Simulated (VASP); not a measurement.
# Ga2O3 (R-3c) in VASP: a series of runs, part 2 of 3

VASP 6.6.1. Earlier steps stand in the parts before.

## Step 3: Single point, r2SCAN (uniaxial z strain +3.0%)

Input file POSCAR:

```
Ga2O3
1.0
    2.4922597440      1.4389068341      4.6150633403
   -2.4922597440      1.4389068341      4.6150633403
    0.0000000000     -2.8778136682      4.6150633403
Ga O
4 6
Direct
    0.8544077177      0.8544077177      0.8544077177
    0.3544077177      0.3544077177      0.3544077177
    0.1455922823      0.1455922823      0.1455922823
    0.6455922823      0.6455922823      0.6455922823
    0.4459052929      0.0540947071      0.7500000000
    0.0540947071      0.7500000000      0.4459052929
    0.5540947071      0.9459052929      0.2500000000
    0.2500000000      0.5540947071      0.9459052929
    0.9459052929      0.2500000000      0.5540947071
    0.7500000000      0.4459052929      0.0540947071
```

Input file INCAR.step1:

```
PREC = Accurate
ENCUT = 520
ISMEAR = 0
SIGMA = 0.01
LREAL = False
LASPH = True
NELM = 100
NBANDS = 55
GGA = PE
ALGO = Normal
EDIFF = 1E-4
LWAVE = True
LCHARG = False
```

Input file INCAR.step2:

```
PREC = Accurate
ENCUT = 520
EDIFF = 1E-7
ISMEAR = 0
SIGMA = 0.01
LREAL = False
LASPH = True
NELM = 100
ALGO = Normal
ISIF = 2
LWAVE = False
LCHARG = False
METAGGA = R2SCAN
LMIXTAU = True
NBANDS = 55
ISTART = 1
```

Input file KPOINTS:

```
regular mesh
0
Gamma
  6 6 6
```

Potentials or basis: VASP PAW PBE potentials, release 64 (Ga_d, O).

Run with:

```bash
$ cat potpaw_PBE.64/Ga_d/POTCAR potpaw_PBE.64/O/POTCAR > POTCAR
$ cp INCAR.step1 INCAR
$ mpirun -np 1 vasp_std > vasp.out
$ cp INCAR.step2 INCAR
$ mpirun -np 1 vasp_std > vasp.out
```

OUTCAR:

```text
PREC = Accurate
   ENCUT = 520
   EDIFF = 1E-7
   ISMEAR = 0
   LREAL = False
   LASPH = True
   NELM = 100
   ISIF = 2
   METAGGA = R2SCAN
   ISTART = 1

 ion  position               nearest neighbor table
   1  0.854  0.854  0.854-   8 1.94   7 1.94   9 1.94   5 2.09   6 2.09  10 2.09   4 2.89
   2  0.354  0.354  0.354-   6 1.94   5 1.94  10 1.94   7 2.09   9 2.09   8 2.09   3 2.89
   3  0.146  0.146  0.146-  10 1.94   5 1.94   6 1.94   7 2.09   9 2.09   8 2.09   2 2.89
   4  0.646  0.646  0.646-   9 1.94   7 1.94   8 1.94   5 2.09   6 2.09  10 2.09   1 2.89
   5  0.446  0.054  0.750-   2 1.94   3 1.94   1 2.09   4 2.09
   6  0.054  0.750  0.446-   2 1.94   3 1.94   1 2.09   4 2.09
   7  0.554  0.946  0.250-   1 1.94   4 1.94   3 2.09   2 2.09
   8  0.250  0.554  0.946-   1 1.94   4 1.94   3 2.09   2 2.09
   9  0.946  0.250  0.554-   4 1.94   1 1.94   3 2.09   2 2.09
  10  0.750  0.446  0.054-   3 1.94   2 1.94   1 2.09   4 2.09

  LATTYP: Found a trigonal (rhomboedric) cell.
 ALAT       =     5.4388069596
 COS(alpha) =     0.5800386610

  Lattice vectors:

 A1 = (   2.4922597440,   1.4389068341,   4.6150633403)
 A2 = (  -2.4922597440,   1.4389068341,   4.6150633403)
 A3 = (   0.0000000000,  -2.8778136682,   4.6150633403)

Analysis of symmetry for initial positions (statically):
=====================================================================
 Subroutine PRICEL returns:
 Original cell was already a primitive cell.

 Routine SETGRP: Setting up the symmetry group for a
 trigonal (rhombohedral) supercell.

 Subroutine GETGRP returns: Found 12 space group operations
 (whereof  6 operations were pure point group operations)
 out of a pool of 12 trial point group operations.

The static configuration has the point symmetry S_6 .
 The point group associated with its full space group is D_3d.

Analysis of symmetry for dynamics (positions and initial velocities):
=====================================================================
[... 154 lines left out ...]
   AEXX    =    0.0000 exact exchange contribution
   IVDW    =     0    specifies the selected vdW correction
   LEPSILON=     F    determine dielectric tensor
   LRPA    =     F    only Hartree local field effects (RPA)
 non-spin polarized calculation
 Gauss-broadening in eV      SIGMA  =   0.01
  energy-cutoff  :      520.00
  volume of cell :       99.30
 maximum number of plane-waves:      2693
   NGX = 21   NGY = 21   NGZ = 21

 number of electron      87.9999989 magnetization

 Free energy of the ion-electron system (eV)
  ---------------------------------------------------
  ext. energy  EPLUGINS =         0.00000000
  ---------------------------------------------------
  free energy    TOTEN  =      -102.25960990 eV

  energy without entropy =     -102.25960990  energy(sigma->0) =     -102.25960990

 E-fermi :   3.8919     XC(G=0): -12.9702

 val. band max:        3.8200682679   @ k =  -0.1667   0.1667   0.0000
 cond. band min:       7.0363293625   @ k =   0.0000   0.0000   0.0000
 fundamental gap:      3.2162610946
 Fermi energy:         3.8919292893

 k-point     1 :       0.0000    0.0000    0.0000
  band No.  band energies     occupation
      1     -15.8973      2.00000
      2     -14.1092      2.00000
      3     -14.0116      2.00000
      4     -14.0116      2.00000
      5     -13.9666      2.00000
      6     -13.9666      2.00000
[... 1381 lines left out ...]
     54      16.6764      0.00000
     55      16.9653      0.00000

 [... further k-points ...]

------------------------ aborting loop because EDIFF is reached ----------------------------------------

  FORCE on cell =-STRESS in cart. coord.  units (eV):
  Direction    XX          YY          ZZ          XY          YZ          ZX
  --------------------------------------------------------------------------------------
  -------------------------------------------------------------------------------------
  Total       -1.1050047     -1.1050047     -5.8459642     -0.0000000     -0.0000000      0.0000000
  in kB      -17.8287063    -17.8287063    -94.3217477     -0.0000000     -0.0000000      0.0000000
  external PRESSURE =     -43.3263868 kB  Pullay stress =       0.0000000 kB

 VOLUME and BASIS-vectors are now :
 -----------------------------------------------------------------------------
  energy-cutoff  :      520.00
  volume of cell :       99.30
      direct lattice vectors                 reciprocal lattice vectors
     2.492259744  1.438906834  4.615063340     0.200621144  0.115828671  0.072227250
    -2.492259744  1.438906834  4.615063340    -0.200621144  0.115828671  0.072227250
     0.000000000 -2.877813668  4.615063340     0.000000000 -0.231657343  0.072227250

 POSITION                                       TOTAL-FORCE (eV/Angst)
 -----------------------------------------------------------------------------------
      0.00000      0.00000     11.82944         0.000000     -0.000000     -0.058902
      0.00000      0.00000      4.90684         0.000000     -0.000000     -0.058902
      0.00000      0.00000      2.01575         0.000000     -0.000000      0.058902
      0.00000      0.00000      8.93835         0.000000     -0.000000      0.058902
      0.97649     -1.43891      5.76883         0.037503     -0.000000      0.000000
     -1.73438     -0.12621      5.76883        -0.018752     -0.032479     -0.000000
     -0.97649      1.43891      8.07636        -0.037503     -0.000000     -0.000000
     -0.75788     -1.56512      8.07636         0.018752     -0.032479     -0.000000
      1.73438      0.12621      8.07636         0.018752      0.032479     -0.000000
      0.75788      1.56512      5.76883        -0.018752      0.032479     -0.000000
 -----------------------------------------------------------------------------------
    total drift:                               -0.000000      0.000000     -0.000000

  FREE ENERGIE OF THE ION-ELECTRON SYSTEM (eV)
  ---------------------------------------------------
  free  energy   TOTEN  =      -102.2596099050 eV

  energy  without entropy=     -102.2596099050  energy(sigma->0) =     -102.25960990
```

OSZICAR.step1:

```text
N       E                     dE             d eps       ncg     rms          rms(c)
DAV:   1     0.120076896640E+04    0.12008E+04   -0.39826E+04  4272   0.299E+03
DAV:   2     0.192988012784E+03   -0.10078E+04   -0.94557E+03  3584   0.808E+02
DAV:   3    -0.482462590098E+02   -0.24123E+03   -0.23500E+03  4034   0.258E+02
DAV:   4    -0.671697081654E+02   -0.18923E+02   -0.18712E+02  4393   0.781E+01
DAV:   5    -0.678545734708E+02   -0.68487E+00   -0.68293E+00  4569   0.153E+01    0.171E+01
DAV:   6    -0.592232444406E+02    0.86313E+01   -0.28427E+01  6317   0.587E+01    0.464E+00
DAV:   7    -0.593649567279E+02   -0.14171E+00   -0.28069E+00  3936   0.948E+00    0.325E+00
DAV:   8    -0.593503549934E+02    0.14602E-01   -0.47388E-01  5337   0.532E+00    0.131E+00
DAV:   9    -0.593179268352E+02    0.32428E-01   -0.17597E-01  5586   0.461E+00    0.200E-01
DAV:  10    -0.593188743097E+02   -0.94747E-03   -0.11599E-02  5093   0.100E+00    0.547E-02
DAV:  11    -0.593190206123E+02   -0.14630E-03   -0.14254E-03  4337   0.419E-01    0.248E-02
DAV:  12    -0.593190305973E+02   -0.99850E-05   -0.18852E-04  2668   0.141E-01
   1 F= -.59319031E+02 E0= -.59319031E+02  d E =-.172690E-36
```

Wall time 6.7 min (1 thread of Intel Xeon 6975P-C (Granite Rapids), shared host); peak memory 0.33 GiB.

Results:

```
Free energy            : -102.2596 eV
Pressure               : -4.3 GPa
Largest force          : 0.059 eV/Å
Band gap on the k mesh : 3.22 eV (least direct gap 3.43 eV)
```

Forces on the atoms (eV/Å):
```
Ga   0.000  0.000 -0.059
Ga   0.000  0.000 -0.059
Ga   0.000  0.000  0.059
Ga   0.000  0.000  0.059
O    0.038  0.000  0.000
O   -0.019 -0.032  0.000
O   -0.038  0.000  0.000
O    0.019 -0.032  0.000
O    0.019  0.032  0.000
O   -0.019  0.032  0.000
```

Levels at points of the mesh, in eV from the valence-band top:
```tsv
k point	band 41	band 42	band 43	band 44	band 45	band 46	band 47	band 48
(0.00, 0.00, 0.00)	-0.23	-0.23	-0.21	-0.21	3.22	7.12	7.61	9.71
(0.50, 0.00, 0.00)	-0.98	-0.98	-0.20	-0.20	6.81	6.81	7.30	7.30
(0.50, 0.50, 0.00)	-0.81	-0.77	-0.32	-0.17	6.98	7.21	8.24	8.27
(0.50, 0.50, 0.50)	-0.23	-0.23	-0.23	-0.23	6.35	6.35	8.34	8.34
```

Caveat: the cell differs from its parent crystal (uniaxial z strain +3.0%); the stress differs along the axes, from -9 to -2 GPa; the PAW data sets were made with another functional, which shifts forces and pressure a little. A k mesh can miss the band edges.

## Step 4: Single point, r2SCAN (uniaxial z strain -1.0%)

Input file POSCAR:

```
Ga2O3
1.0
    2.4922597440      1.4389068341      4.4358375795
   -2.4922597440      1.4389068341      4.4358375795
    0.0000000000     -2.8778136682      4.4358375795
Ga O
4 6
Direct
    0.8557868672      0.8557868672      0.8557868672
    0.3557868672      0.3557868672      0.3557868672
    0.1442131328      0.1442131328      0.1442131328
    0.6442131328      0.6442131328      0.6442131328
    0.4465234632      0.0534765368      0.7500000000
    0.0534765368      0.7500000000      0.4465234632
    0.5534765368      0.9465234632      0.2500000000
    0.2500000000      0.5534765368      0.9465234632
    0.9465234632      0.2500000000      0.5534765368
    0.7500000000      0.4465234632      0.0534765368
```

Input file INCAR.step1:

```
SYSTEM = Ga2O3
PREC = Accurate ; ENCUT = 520
ISMEAR = 0 ; SIGMA = 0.01
LREAL = .False. ; LASPH = .True.
NELM = 60 ; NBANDS = 55
GGA = PE ; ALGO = Normal
EDIFF = 1E-4 ; LWAVE = .True.
LCHARG = .False.
```

Input file INCAR.step2:

```
SYSTEM = Ga2O3
PREC = Accurate ; ENCUT = 520
EDIFF = 1E-7 ; ISMEAR = 0
SIGMA = 0.01 ; LREAL = .False.
LASPH = .True. ; NELM = 60
ALGO = Normal ; ISIF = 2
LWAVE = .False. ; LCHARG = .False.
METAGGA = R2SCAN ; LMIXTAU = .True.
NBANDS = 55 ; ISTART = 1
```

Input file KPOINTS:

```
Automatic mesh
0
Gamma
  6 6 6
  0 0 0
```

Run with:

```bash
$ cat potpaw_PBE.64/Ga_d/POTCAR potpaw_PBE.64/O/POTCAR > POTCAR
$ cp INCAR.step1 INCAR
$ mpirun -np 1 vasp_std > vasp.out
$ cp INCAR.step2 INCAR
$ mpirun -np 1 vasp_std > vasp.out
```

Run time: 6.3 min. Hardware: 1 thread of Intel Xeon 6975P-C (Granite Rapids), shared host; peak memory 0.32 GiB.

The run converged. Its results:

```yaml
Free_energy: -102.3063 eV
Pressure: 4.2 GPa
Largest_force: 0.040 eV/Å
Band_gap_on_the_k_mesh: 3.64 eV (least direct gap 3.92 eV)
```

Forces in eV/Å, atoms in the order of the input:
```
Ga   0.000  0.000 -0.035
Ga   0.000  0.000 -0.035
Ga   0.000  0.000  0.035
Ga   0.000  0.000  0.035
O    0.040  0.000  0.000
O   -0.020 -0.034  0.000
O   -0.040  0.000  0.000
O    0.020 -0.034  0.000
O    0.020  0.034  0.000
O   -0.020  0.034  0.000
```

Stress tensor (GPa, compression positive):
```
3.65 0.00 0.00
0.00 3.65 0.00
0.00 0.00 5.43
```

Levels at points of the mesh, in eV from the valence-band top:
```
           k point  band 42  band 43  band 44  band 45  band 46  band 47
(0.00, 0.00, 0.00)    -0.28    -0.28    -0.28     3.64     7.62     7.66
(0.50, 0.00, 0.00)    -1.00    -0.15    -0.15     7.34     7.34     7.61
(0.50, 0.50, 0.00)    -0.68    -0.24    -0.14     7.49     7.66     8.46
(0.50, 0.50, 0.50)    -0.33    -0.33    -0.33     6.72     6.72     8.84
```

Caveat: the cell differs from its parent crystal (uniaxial z strain -1.0%); the cell stands under pressure; the PAW data sets were made with another functional, which shifts forces and pressure a little. A k mesh can miss the band edges.

## Step 5: Single point, r2SCAN

This run uses another cell than the first one, of 9.64 Å³/atom.

Input file POSCAR:

```
Ga2O3
1.0
    2.4922597440      1.4389068341      4.4806440197
   -2.4922597440      1.4389068341      4.4806440197
    0.0000000000     -2.8778136682      4.4806440197
Ga O
4 6
Direct
    0.8554260894      0.8554260894      0.8554260894
    0.3554260894      0.3554260894      0.3554260894
    0.1445739106      0.1445739106      0.1445739106
    0.6445739106      0.6445739106      0.6445739106
    0.4463666996      0.0536333004      0.7500000000
    0.0536333004      0.7500000000      0.4463666996
    0.5536333004      0.9463666996      0.2500000000
    0.2500000000      0.5536333004      0.9463666996
    0.9463666996      0.2500000000      0.5536333004
    0.7500000000      0.4463666996      0.0536333004
```

Input file INCAR.step1:

```
SYSTEM = Ga2O3
  PREC = Accurate
  ENCUT = 520
  ISMEAR = 0
  SIGMA = 0.01
  LREAL = .FALSE.
  LASPH = .TRUE.
  NELM = 100
  NBANDS = 55
  GGA = PE
  ALGO = Normal
  EDIFF = 1E-4
  LWAVE = .TRUE.
  LCHARG = .FALSE.
```

Input file INCAR.step2:

```
SYSTEM = Ga2O3
  PREC = Accurate
  ENCUT = 520
  EDIFF = 1E-7
  ISMEAR = 0
  SIGMA = 0.01
  LREAL = .FALSE.
  LASPH = .TRUE.
  NELM = 100
  ALGO = Normal
  ISIF = 2
  LWAVE = .FALSE.
  LCHARG = .FALSE.
  METAGGA = R2SCAN
  LMIXTAU = .TRUE.
  NBANDS = 55
  ISTART = 1
```

Input file KPOINTS:

```
regular mesh
0
G
  6 6 6
  0 0 0
```

Potentials or basis: VASP PAW PBE potentials, release 64 (Ga_d, O).

Run with:

```bash
$ cat potpaw_PBE.64/Ga_d/POTCAR potpaw_PBE.64/O/POTCAR > POTCAR
$ cp INCAR.step1 INCAR
$ mpirun -np 1 vasp_std > vasp.out
$ cp INCAR.step2 INCAR
$ mpirun -np 1 vasp_std > vasp.out
```

OUTCAR:

```text
SYSTEM = Ga2O3
   PREC = Accurate
   ENCUT = 520
   EDIFF = 1E-7
   ISMEAR = 0
   LREAL = .FALSE.
   LASPH = .TRUE.
   NELM = 100
   ISIF = 2
   METAGGA = R2SCAN
   ISTART = 1

 ion  position               nearest neighbor table
   1  0.855  0.855  0.855-   8 1.93   7 1.93   9 1.93   5 2.07   6 2.07  10 2.07   4 2.83
   2  0.355  0.355  0.355-   6 1.93   5 1.93  10 1.93   7 2.07   9 2.07   8 2.07   3 2.83
   3  0.145  0.145  0.145-  10 1.93   5 1.93   6 1.93   7 2.07   9 2.07   8 2.07   2 2.83
   4  0.645  0.645  0.645-   9 1.93   7 1.93   8 1.93   5 2.07   6 2.07  10 2.07   1 2.83
   5  0.446  0.054  0.750-   2 1.93   3 1.93   1 2.07   4 2.07
   6  0.054  0.750  0.446-   2 1.93   3 1.93   1 2.07   4 2.07
   7  0.554  0.946  0.250-   1 1.93   4 1.93   3 2.07   2 2.07
   8  0.250  0.554  0.946-   1 1.93   4 1.93   3 2.07   2 2.07
   9  0.946  0.250  0.554-   4 1.93   1 1.93   3 2.07   2 2.07
  10  0.750  0.446  0.054-   3 1.93   2 1.93   1 2.07   4 2.07

  LATTYP: Found a trigonal (rhomboedric) cell.
 ALAT       =     5.3252213419
 COS(alpha) =     0.5619322590

  Lattice vectors:

 A1 = (   2.4922597440,   1.4389068341,   4.4806440197)
[... 207 lines left out ...]
      4     -13.8074      2.00000
      5     -13.7802      2.00000
      6     -13.7802      2.00000
[... 1381 lines left out ...]
     54      17.1610      0.00000
     55      17.4862      0.00000

 [... further k-points ...]

------------------------ aborting loop because EDIFF is reached ----------------------------------------

  FORCE on cell =-STRESS in cart. coord.  units (eV):
  Direction    XX          YY          ZZ          XY          YZ          ZX
  --------------------------------------------------------------------------------------
  -------------------------------------------------------------------------------------
  Total        1.2867306      1.2867306      0.8782034      0.0000000      0.0000000     -0.0000000
  in kB       21.3835863     21.3835863     14.5944600      0.0000000      0.0000000     -0.0000000
  external PRESSURE =      19.1205442 kB  Pullay stress =       0.0000000 kB

 VOLUME and BASIS-vectors are now :
 -----------------------------------------------------------------------------
  energy-cutoff  :      520.00
  volume of cell :       96.41
      direct lattice vectors                 reciprocal lattice vectors
     2.492259744  1.438906834  4.480644020     0.200621144  0.115828671  0.074394067
    -2.492259744  1.438906834  4.480644020    -0.200621144  0.115828671  0.074394067
     0.000000000 -2.877813668  4.480644020     0.000000000 -0.231657343  0.074394067

 POSITION                                       TOTAL-FORCE (eV/Angst)
 -----------------------------------------------------------------------------------
      0.00000      0.00000     11.49858         0.000000      0.000000     -0.034048
      0.00000      0.00000      4.77761         0.000000      0.000000     -0.034048
      0.00000      0.00000      1.94335         0.000000      0.000000      0.034048
      0.00000      0.00000      8.66432         0.000000      0.000000      0.034048
      0.97879     -1.43891      5.60081         0.041219      0.000000      0.000000
     -1.73553     -0.12821      5.60081        -0.020610     -0.035697      0.000000
     -0.97879      1.43891      7.84113        -0.041219      0.000000      0.000000
     -0.75673     -1.56711      7.84113         0.020610     -0.035697      0.000000
      1.73553      0.12821      7.84113         0.020610      0.035697      0.000000
      0.75673      1.56711      5.60081        -0.020610      0.035697      0.000000
 -----------------------------------------------------------------------------------
    total drift:                               -0.000000     -0.000000     -0.000000

  FREE ENERGIE OF THE ION-ELECTRON SYSTEM (eV)
  ---------------------------------------------------
  free  energy   TOTEN  =      -102.3285843899 eV

  energy  without entropy=     -102.3285843899  energy(sigma->0) =     -102.32858439
```

OUTCAR.step1:

```text
SYSTEM = Ga2O3
   PREC = Accurate
   ENCUT = 520
   ISMEAR = 0
   LREAL = .FALSE.
   LASPH = .TRUE.
[... 1647 lines left out ...]
     -0.75673     -1.56711      7.84113         0.012248     -0.021214      0.000000
      1.73553      0.12821      7.84113         0.012248      0.021214      0.000000
      0.75673      1.56711      5.60081        -0.012248      0.021214      0.000000
 -----------------------------------------------------------------------------------
    total drift:                               -0.000000     -0.000000     -0.000000

  FREE ENERGIE OF THE ION-ELECTRON SYSTEM (eV)
  ---------------------------------------------------
  free  energy   TOTEN  =       -59.2422164735 eV

  energy  without entropy=      -59.2422164735  energy(sigma->0) =      -59.24221647
```

OSZICAR.step1:

```text
N       E                     dE             d eps       ncg     rms          rms(c)
DAV:   1     0.120756572597E+04    0.12076E+04   -0.39819E+04  4235   0.303E+03
DAV:   2     0.194027374196E+03   -0.10135E+04   -0.95016E+03  3584   0.820E+02
DAV:   3    -0.480787963156E+02   -0.24211E+03   -0.23550E+03  4009   0.261E+02
DAV:   4    -0.671674696962E+02   -0.19089E+02   -0.18860E+02  4419   0.786E+01
DAV:   5    -0.678545278304E+02   -0.68706E+00   -0.68540E+00  4579   0.155E+01    0.172E+01
DAV:   6    -0.591209807563E+02    0.87335E+01   -0.27973E+01  6316   0.601E+01    0.455E+00
DAV:   7    -0.592853259274E+02   -0.16435E+00   -0.30224E+00  3938   0.960E+00    0.325E+00
DAV:   8    -0.592747605739E+02    0.10565E-01   -0.47011E-01  5378   0.573E+00    0.131E+00
DAV:   9    -0.592412893752E+02    0.33471E-01   -0.19010E-01  5552   0.496E+00    0.214E-01
DAV:  10    -0.592420508386E+02   -0.76146E-03   -0.12644E-02  5124   0.108E+00    0.584E-02
DAV:  11    -0.592422021844E+02   -0.15135E-03   -0.15930E-03  4296   0.438E-01    0.206E-02
DAV:  12    -0.592422164735E+02   -0.14289E-04   -0.21997E-04  2761   0.158E-01
   1 F= -.59242216E+02 E0= -.59242216E+02  d E =-.379886E-47
```

It took 7 min on 1 thread of Intel Xeon 6975P-C (Granite Rapids), shared host; peak memory 0.32 GiB.

What came out:

```
Free energy            : -102.3286 eV
Pressure               : 1.9 GPa
Largest force          : 0.041 eV/Å
Band gap on the k mesh : 3.54 eV (least direct gap 3.80 eV)
```

Forces on the atoms (eV/Å):
```
Ga   0.000  0.000 -0.034
Ga   0.000  0.000 -0.034
Ga   0.000  0.000  0.034
Ga   0.000  0.000  0.034
O    0.041  0.000  0.000
O   -0.021 -0.036  0.000
O   -0.041  0.000  0.000
O    0.021 -0.036  0.000
O    0.021  0.036  0.000
O   -0.021  0.036  0.000
```

Caveat: the PAW data sets were made with another functional, which shifts forces and pressure a little. A k mesh can miss the band edges.

(Part 2 of 3 ends here.)
